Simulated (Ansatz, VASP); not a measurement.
## One calculation of Ni, two programs

```
CELL_PARAMETERS angstrom
2.39805 0.00000 0.00000
-1.19902 2.07677 0.00000
0.00000 0.00000 3.98967
ATOMIC_POSITIONS crystal
Ni 0.66667 0.33333 0.75000
Ni 0.33333 0.66667 0.25000
```

Change from the starting cell: volume scaled by 0.94.

Alike in both runs: task single point; functional PBE; k mesh 12 × 12 × 7; occupations fermi-dirac, width 0.05 eV; collinear spin.

|  | VASP | Ansatz |
| --- | --- | --- |
| version | VASP 6.6.1 | Ansatz 0.2.0 |
| potentials or method | VASP PAW PBE potentials, release 64 (Ni), cutoff 520 eV | all-electron LAPW, scalar-relativistic |

|  | VASP | Ansatz | Ansatz less VASP |
| --- | --- | --- | --- |
| gap on the k mesh at the Fermi level (eV) | none | none | - |
| pressure (GPa) | 23.2 | 23.7 | +0.45 |
| traceless stress, the component that is largest in VASP (GPa) | -3.01 | -3.10 | -0.099 |
| net moment per atom (μB) | 0.60 | 0.62 | +0.018 |
| size of the moment on the site where the two differ most (μB) | 0.60 | 0.64 | +0.039 |

Site moments also hang on the region over which each program counts them. A gap of «none» marks a metal or a gap that the smearing closes. Ansatz ran all-electron here, and VASP with PAW potentials.
